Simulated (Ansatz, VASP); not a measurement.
# Ge in VASP and in Ansatz

```
Ge
1.0
     1.43208   -2.66553    0.00000
     1.43208    2.66553    0.00000
     0.00000    0.00000    2.76569
Ge
1
Direct
  0.50000 0.50000 0.00000
```

Change from the starting cell: strain +0.025 along x and y, +0.025 along z, atoms carried along.

Alike in both runs: task single point; functional PBE; k mesh 20 × 20 × 18; occupations gaussian, width 0.15 eV; no spin polarisation.

|  | VASP | Ansatz |
| --- | --- | --- |
| version | VASP 6.6.1 | Ansatz 0.2.0 |
| potentials or method | VASP PAW PBE potentials, release 64 (Ge_d), cutoff 520 eV | scalar-relativistic, plane waves, PAW |
| valence electrons in the cell | 14 | 14 |

```tsv
	VASP	Ansatz	Ansatz less VASP
gap on the k mesh at the Fermi level (eV)	none	none	-
pressure (GPa)	-4.7	-4.6	+0.15
traceless stress, the component that is largest in VASP (GPa)	-0.59	-0.60	-0.003
```

A gap of «none» marks a metal or a gap that the smearing closes.
